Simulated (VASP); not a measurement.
# PbSe (Clausthalite) (P1) in VASP: single point with PBE

Aim: the single point of PbSe (Clausthalite) with PBE.

Everything below comes from runs of VASP 6.6.1. Logs are shortened: lines on timing, memory, paths and dates and some standing lists are left out, and cuts for length are marked.

**1. The cell of the first run**

The typed cell holds 16 atoms: a = 8.682 Å, b = 8.682 Å, c = 8.682 Å, α = 60.00°, β = 60.00°, γ = 60.00°.

**2. Single point, PBE**

Contents of INCAR:

```
  PREC = Accurate
  ENCUT = 520
  EDIFF = 1E-6
  ISMEAR = -1
  SIGMA = 0.052
  LREAL = Auto
  LASPH = True
  NELM = 80
  ALGO = Normal
  ISIF = 2
  LWAVE = False
  LCHARG = False
  GGA = PE
  NBANDS = 94
```

Contents of KPOINTS:

```
Automatic mesh
0
Gamma
  2 2 2
```

Contents of POSCAR:

```
PbSe
1.0
    0.0000000000      6.1393787290      6.1393787290
    6.1393787290      0.0000000000      6.1393787290
    6.1393787290      6.1393787290      0.0000000000
Pb Se
8 8
Direct
   -0.0033034287     -0.0004221926      0.0004625875
    0.0040849410     -0.0034343866      0.4952442477
    0.0012005286      0.4935047394      0.0025265586
    0.0071494205      0.4993462914      0.4934061138
    0.5083634905      0.0120894969     -0.0003829378
    0.4806029454      0.0098271344      0.5039305501
    0.4959269715      0.4893491072      0.0006488442
    0.5052766961      0.4800790324      0.5057972699
    0.2579514263      0.2596237454      0.2188784174
    0.2510151382      0.2586900190      0.7573552969
    0.2433150105      0.7561367697      0.2635245473
    0.2371399557      0.7448388838      0.7738735807
    0.7601814786      0.2724721953      0.2449536128
    0.7570717177      0.2486769537      0.7518221637
    0.7477408061      0.7567286863      0.2412377645
    0.7474164248      0.7544179476      0.7440695063
```

Potentials or basis: VASP PAW PBE potentials, release 64 (Pb_d, Se).

On the command line:

```console
> cat potpaw_PBE.64/Pb_d/POTCAR potpaw_PBE.64/Se/POTCAR > POTCAR
> mpirun -np 1 vasp_std > vasp.out
```

OUTCAR:

```text
PREC = Accurate
   ENCUT = 520
   EDIFF = 1E-6
   ISMEAR = -1
   LREAL = Auto
   LASPH = True
   NELM = 80
   ISIF = 2
   GGA = PE

 ion  position               nearest neighbor table
   1  0.997  1.000  0.000-  12 2.96  14 3.00  15 3.02  11 3.13  10 3.15  13 3.18
   2  0.004  0.997  0.495-  11 2.90  13 3.04  16 3.06  14 3.12  12 3.15   9 3.18
   3  0.001  0.494  0.003-  13 2.84   9 2.91  10 2.95  12 3.00  15 3.08  16 3.15
   4  0.007  0.499  0.493-  11 3.03  14 3.08  16 3.11  10 3.12  15 3.14   9 3.16
   5  0.508  0.012  1.000-   9 2.87  15 2.96  14 2.98  10 3.07  16 3.15  11 3.20   7 4.10
   6  0.481  0.010  0.504-  10 3.09  16 3.11  12 3.13   9 3.13  15 3.17  13 3.33
   7  0.496  0.489  0.001-   9 2.87  12 2.99  14 3.01  13 3.14  16 3.17  11 3.25   5 4.10
   8  0.505  0.480  0.506-  13 2.89  10 2.93  14 3.06  11 3.10  15 3.19  12 3.27
   9  0.258  0.260  0.219-   5 2.87   7 2.87   3 2.91   6 3.13   4 3.16   2 3.18
  10  0.251  0.259  0.757-   8 2.93   3 2.95   5 3.07   6 3.09   4 3.12   1 3.15
  11  0.243  0.756  0.264-   2 2.90   4 3.03   8 3.10   1 3.13   5 3.20   7 3.25
  12  0.237  0.745  0.774-   1 2.96   7 2.99   3 3.00   6 3.13   2 3.15   8 3.27
  13  0.760  0.272  0.245-   3 2.84   8 2.89   2 3.04   7 3.14   1 3.18   6 3.33
  14  0.757  0.249  0.752-   5 2.98   1 3.00   7 3.01   8 3.06   4 3.08   2 3.12
  15  0.748  0.757  0.241-   5 2.96   1 3.02   3 3.08   4 3.14   6 3.17   8 3.19
  16  0.747  0.754  0.744-   2 3.06   4 3.11   6 3.11   3 3.15   5 3.15   7 3.17

  LATTYP: Found a face centered cubic cell.
 ALAT       =    12.2787574580

  Lattice vectors:

 A1 = (   0.0000000000,   6.1393787290,   6.1393787290)
 A2 = (   6.1393787290,   0.0000000000,   6.1393787290)
 A3 = (   6.1393787290,   6.1393787290,   0.0000000000)

Analysis of symmetry for initial positions (statically):
=====================================================================
 Subroutine PRICEL returns:
 Original cell was already a primitive cell.

 Routine SETGRP: Setting up the symmetry group for a
 face centered cubic supercell.

 Subroutine GETGRP returns: Found  1 space group operations
 (whereof  1 operations were pure point group operations)
 out of a pool of 48 trial point group operations.

The static configuration has the point symmetry C_1 .

Analysis of symmetry for dynamics (positions and initial velocities):
=====================================================================
 Subroutine PRICEL returns:
 Original cell was already a primitive cell.

 Routine SETGRP: Setting up the symmetry group for a
 face centered cubic supercell.

 Subroutine GETGRP returns: Found  1 space group operations
 (whereof  1 operations were pure point group operations)
 out of a pool of 48 trial point group operations.

The dynamic configuration has the point symmetry C_1 .

 Subroutine INISYM returns: Found  1 space group operations
 (whereof  1 operations are pure point group operations),
 and found     1 'primitive' translations

----------------------------------------------------------------------------------------

                                     Primitive cell

  volume of cell :     462.8106

  direct lattice vectors                    reciprocal lattice vectors
     0.000000000  6.139378729  6.139378729    -0.081441465  0.081441465  0.081441465
     6.139378729  0.000000000  6.139378729     0.081441465 -0.081441465  0.081441465
     6.139378729  6.139378729  0.000000000     0.081441465  0.081441465 -0.081441465

  length of vectors
     8.682392663  8.682392663  8.682392663     0.141060756  0.141060756  0.141060756

  position of ions in fractional coordinates (direct lattice)
     0.996696571  0.999577807  0.000462588
     0.004084941  0.996565613  0.495244248
     0.001200529  0.493504739  0.002526559
     0.007149420  0.499346291  0.493406114
     0.508363491  0.012089497  0.999617062
     0.480602945  0.009827134  0.503930550
[... 8 lines left out ...]
     0.747740806  0.756728686  0.241237764
     0.747416425  0.754417948  0.744069506

  ion indices of the primitive-cell ions
   primitive index   ion index
                 1           1
                 2           2
                 3           3
                 4           4
                 5           5
                 6           6
[... 8 lines left out ...]
                15          15
                16          16

----------------------------------------------------------------------------------------

 KPOINTS: Automatic mesh

Automatic generation of k-mesh.
 Grid dimensions read from file:
 generate k-points for:    2    2    2

 Generating k-lattice:

  Cartesian coordinates                     Fractional coordinates (reciprocal lattice)
    -0.040720733  0.040720733  0.040720733     0.500000000  0.000000000  0.000000000
     0.040720733 -0.040720733  0.040720733     0.000000000  0.500000000  0.000000000
     0.040720733  0.040720733 -0.040720733     0.000000000  0.000000000  0.500000000

  Length of vectors
     0.070530378  0.070530378  0.070530378

  Shift w.r.t. Gamma in fractional coordinates (k-lattice)
     0.000000000  0.000000000  0.000000000

 Subroutine IBZKPT returns following result:
 ===========================================

 Found      8 irreducible k-points:

 Following reciprocal coordinates:
            Coordinates               Weight
  0.000000  0.000000  0.000000      1.000000
  0.500000  0.000000  0.000000      1.000000
  0.000000  0.500000  0.000000      1.000000
  0.000000  0.000000  0.500000      1.000000
  0.500000  0.500000  0.500000      1.000000
  0.500000  0.500000  0.000000      1.000000
  0.000000  0.500000  0.500000      1.000000
  0.500000  0.000000  0.500000      1.000000
   k-points           NKPTS =      8   k-points in BZ     NKDIM =      8   number of bands    NBANDS=     94
   number of dos      NEDOS =    301   number of ions     NIONS =     16
   total plane-waves  NPLWV = 343000
   dimension x,y,z NGX =    70 NGY =   70 NGZ =   70
   dimension x,y,z NGXF=   140 NGYF=  140 NGZF=  140
   ions per type =               8   8
   NGX,Y,Z   is equivalent  to a cutoff of  13.40, 13.40, 13.40 a.u.
   NGXF,Y,Z  is equivalent  to a cutoff of  26.81, 26.81, 26.81 a.u.
 SYSTEM =  unknown system
   PREC   = accura    normal or accurate (medium, high low for compatibility)
   ISTART =      0    job   : 0-new  1-cont  2-samecut
   ICHARG =      2    charge: 1-file 2-atom 10-const
   ISPIN  =      1    spin polarized calculation?
   LNONCOLLINEAR =      F non collinear calculations
   LSORBIT =      F    spin-orbit coupling
   LASPH  =      T    aspherical Exc in radial PAW
   ENCUT  =  520.0 eV  38.22 Ry    6.18 a.u.  16.14 16.14 16.14*2*pi/ulx,y,z
   NELM   =     80;   NELMIN=  2; NELMDL= -5     # of ELM steps
   EDIFF  = 0.1E-05   stopping-criterion for ELM
   LREAL  =      T    real-space projection
   EDIFFG = 0.1E-04   stopping-criterion for IOM
   NSW    =      0    number of steps for IOM
   IBRION =     -1    ionic relax: 0-MD 1-quasi-New 2-CG
   NFREE  =      0    steps in history (QN), initial steepest desc. (CG)
   ISIF   =      2    stress and relaxation
   ISYM   =      2    0-nonsym 1-usesym 2-fastsym
   POTIM  = 0.5000    time-step for ionic-motion
   TEBEG  =    0.0;   TEEND  =   0.0 temperature during run
   PSTRESS=    0.0 pullay stress
   NELECT =     160.0000    total number of electrons
   NUPDOWN=      -1.0000    fix difference up-down
   EMIN   =  10.00;   EMAX   =-10.00  energy-range for DOS
   EFERMI =   0.00;   METHOD = LEGACY
   ISMEAR =    -1;   SIGMA  =   0.05  broadening in eV -4-tet -1-fermi 0-gaus
   EFERMI_NEDOS =   21; number of points for ismear=-14 and -15
   IALGO  =     38    algorithm
   IMIX   =      4    mixing-type and parameters
     AMIX     =   0.40;   BMIX     =  1.00
     AMIX_MAG =   1.60;   BMIX_MAG =  1.00
  volume/ion in A,a.u.               =      28.93       195.20
  Fermi-wavevector in a.u.,A,eV,Ry     =   1.148983  2.171264 17.961904  1.320163
  Thomas-Fermi vector in A             =   2.285655
   LORBIT       =      0    0 simple, 1 ext, 2 COOP (PROOUT), +10 PAW based schemes
   GGA     = PE    functional components
   LHFCALC =     F    Hartree Fock is set to
   AEXX    =    0.0000 exact exchange contribution
   IVDW    =     0    specifies the selected vdW correction
   LEPSILON=     F    determine dielectric tensor
   LRPA    =     F    only Hartree local field effects (RPA)
 non-spin polarized calculation
  energy-cutoff  :      520.00
  volume of cell :      462.81
 maximum number of plane-waves:     12518
 NGX is ok and might be reduce to    70
   NGX = 33   NGY = 33   NGZ = 33

 number of electron     160.0000002 magnetization

 Free energy of the ion-electron system (eV)
  ---------------------------------------------------
  ext. energy  EPLUGINS =         0.00000000
  ---------------------------------------------------
  free energy    TOTEN  =       -64.98104789 eV

  energy without entropy =      -64.97314060  energy(sigma->0) =      -64.97709425

 E-fermi :   5.1063     XC(G=0):  -9.4869

 val. band max:        4.9276109252   @ k =   0.0000   0.0000   0.0000
 cond. band min:       5.2826203875   @ k =   0.0000   0.0000   0.0000
 fundamental gap:      0.3550094623
 Fermi energy:         5.1062753615

 k-point     1 :       0.0000    0.0000    0.0000
  band No.  band energies     occupation
      1     -12.0590      2.00000
      2     -12.0580      2.00000
      3     -12.0269      2.00000
      4     -12.0227      2.00000
      5     -12.0167      2.00000
      6     -11.9971      2.00000
[... 84 lines left out ...]
     91       6.7733      0.00000
     92       6.8104      0.00000

 k-point     2 :       0.5000    0.0000    0.0000
  band No.  band energies     occupation
      1     -12.0489      2.00000
      2     -12.0464      2.00000
      3     -12.0255      2.00000
      4     -12.0214      2.00000
      5     -12.0141      2.00000
      6     -11.9731      2.00000
[... 84 lines left out ...]
     91       7.9735      0.00000
     92       8.0183      0.00000

 k-point     3 :       0.0000    0.5000    0.0000
  band No.  band energies     occupation
      1     -12.0486      2.00000
      2     -12.0454      2.00000
      3     -12.0255      2.00000
      4     -12.0214      2.00000
      5     -12.0141      2.00000
      6     -11.9727      2.00000
[... 84 lines left out ...]
     91       8.0733      0.00000
     92       8.0872      0.00000

 k-point     4 :       0.0000    0.0000    0.5000
  band No.  band energies     occupation
      1     -12.0494      2.00000
      2     -12.0468      2.00000
      3     -12.0255      2.00000
      4     -12.0214      2.00000
      5     -12.0154      2.00000
      6     -11.9700      2.00000
[... 84 lines left out ...]
     91       7.9866      0.00000
     92       8.0558      0.00000

 k-point     5 :       0.5000    0.5000    0.5000
  band No.  band energies     occupation
      1     -12.0499      2.00000
      2     -12.0477      2.00000
      3     -12.0257      2.00000
      4     -12.0217      2.00000
      5     -12.0153      2.00000
      6     -11.9706      2.00000
[... 84 lines left out ...]
     91       8.0304      0.00000
     92       8.0646      0.00000

 k-point     6 :       0.5000    0.5000    0.0000
  band No.  band energies     occupation
      1     -12.0494      2.00000
      2     -12.0464      2.00000
      3     -12.0245      2.00000
      4     -12.0202      2.00000
      5     -12.0164      2.00000
      6     -11.9596      2.00000
[... 84 lines left out ...]
     91       7.4218      0.00000
     92       7.4703      0.00000

 k-point     7 :       0.0000    0.5000    0.5000
  band No.  band energies     occupation
      1     -12.0493      2.00000
      2     -12.0426      2.00000
      3     -12.0253      2.00000
      4     -12.0217      2.00000
      5     -12.0128      2.00000
      6     -11.9770      2.00000
[... 84 lines left out ...]
     91       7.3630      0.00000
     92       7.5210      0.00000

 k-point     8 :       0.5000    0.0000    0.5000
  band No.  band energies     occupation
      1     -12.0495      2.00000
      2     -12.0415      2.00000
      3     -12.0261      2.00000
      4     -12.0207      2.00000
      5     -12.0128      2.00000
      6     -11.9789      2.00000
[... 84 lines left out ...]
     91       7.3178      0.00000
     92       7.5267      0.00000
 [bands above 92 left out]

------------------------ aborting loop because EDIFF is reached ----------------------------------------

  FORCE on cell =-STRESS in cart. coord.  units (eV):
  Direction    XX          YY          ZZ          XY          YZ          ZX
  --------------------------------------------------------------------------------------
  -------------------------------------------------------------------------------------
  Total        7.2661764      5.8063776      7.7404319      0.1645806     -0.0995045     -0.1550630
  in kB       25.1543587     20.1007651     26.7961564      0.5697521     -0.3444688     -0.5368036
  external PRESSURE =      24.0170934 kB  Pullay stress =       0.0000000 kB

 VOLUME and BASIS-vectors are now :
 -----------------------------------------------------------------------------
  energy-cutoff  :      520.00
  volume of cell :      462.81
      direct lattice vectors                 reciprocal lattice vectors
     0.000000000  6.139378729  6.139378729    -0.081441465  0.081441465  0.081441465
     6.139378729  0.000000000  6.139378729     0.081441465 -0.081441465  0.081441465
     6.139378729  6.139378729  0.000000000     0.081441465  0.081441465 -0.081441465

 POSITION                                       TOTAL-FORCE (eV/Angst)
 -----------------------------------------------------------------------------------
      6.13963      6.12194     12.25588        -0.035531      0.291732     -0.162276
      9.15879      3.06557      6.14337        -0.018611      0.053832     -0.359500
      3.04532      0.02288      3.03718         0.205569     -0.564444      0.207398
      6.09488      3.07310      3.10957         0.339606     -0.097795      0.108466
      6.21125      9.25806      3.19526        -0.695921      0.001448     -0.396215
      3.15415      6.04442      3.01094        -0.267513      0.443139     -0.149182
[... 8 lines left out ...]
      6.12689      6.07171      9.23651         0.405888      0.382283      0.089093
      9.19978      9.15680      9.22033        -0.175676     -0.264869      0.211909
 -----------------------------------------------------------------------------------
    total drift:                                0.024516     -0.000457      0.025266

  FREE ENERGIE OF THE ION-ELECTRON SYSTEM (eV)
  ---------------------------------------------------
  free  energy   TOTEN  =       -64.9810478880 eV

  energy  without entropy=      -64.9731406021  energy(sigma->0) =      -64.97709425
```

It took 8 min on 1 thread of Intel Xeon 6975P-C (Granite Rapids), shared host; peak memory 0.77 GiB.

Results:

* Free energy: -64.9810 eV
* Pressure: 2.4 GPa
* Largest force: 0.928 eV/Å
* Band gap on the k mesh: 0.35 eV, direct

Forces on the atoms (eV/Å):
```
Pb  -0.036  0.292 -0.162
Pb  -0.019  0.054 -0.359
Pb   0.206 -0.564  0.207
Pb   0.340 -0.098  0.108
Pb  -0.696  0.001 -0.396
Pb  -0.268  0.443 -0.149
Pb   0.155  0.029  0.596
Pb   0.289 -0.210  0.291
Se   0.595  0.474 -0.364
Se  -0.392 -0.269 -0.151
Se  -0.332 -0.030  0.083
Se  -0.084 -0.153  0.791
Se  -0.197  0.036 -0.907
Se   0.209 -0.123  0.111
Se   0.406  0.382  0.089
Se  -0.176 -0.265  0.212
```

Stress tensor (GPa, compression positive):
```
 2.52  0.06 -0.05
 0.06  2.01 -0.03
-0.05 -0.03  2.68
```

Levels at points of the mesh, in eV from the valence-band top:
```
           k point  band 77  band 78  band 79  band 80  band 81  band 82  band 83  band 84
(0.00, 0.00, 0.00)    -0.12    -0.07    -0.03     0.00     0.36     0.39     0.44     0.45
(0.50, 0.00, 0.00)    -1.53    -1.52    -1.04    -0.95     2.11     2.20     2.54     2.74
(0.00, 0.50, 0.00)    -1.46    -1.43    -1.09    -0.92     2.11     2.21     2.52     2.67
(0.00, 0.00, 0.50)    -1.61    -1.52    -1.07    -0.90     2.02     2.22     2.66     2.71
(0.50, 0.50, 0.50)    -1.55    -1.48    -1.07    -0.90     2.02     2.22     2.63     2.66
(0.50, 0.50, 0.00)    -0.74    -0.71    -0.65    -0.49     1.23     1.38     1.42     1.51
(0.00, 0.50, 0.50)    -0.74    -0.70    -0.66    -0.54     1.26     1.39     1.45     1.50
(0.50, 0.00, 0.50)    -0.77    -0.69    -0.64    -0.57     1.30     1.37     1.41     1.52
```

Caveat: the k points lie up to 0.44 Å⁻¹ apart; spin-orbit coupling is left out, which moves the levels of the heavy elements.
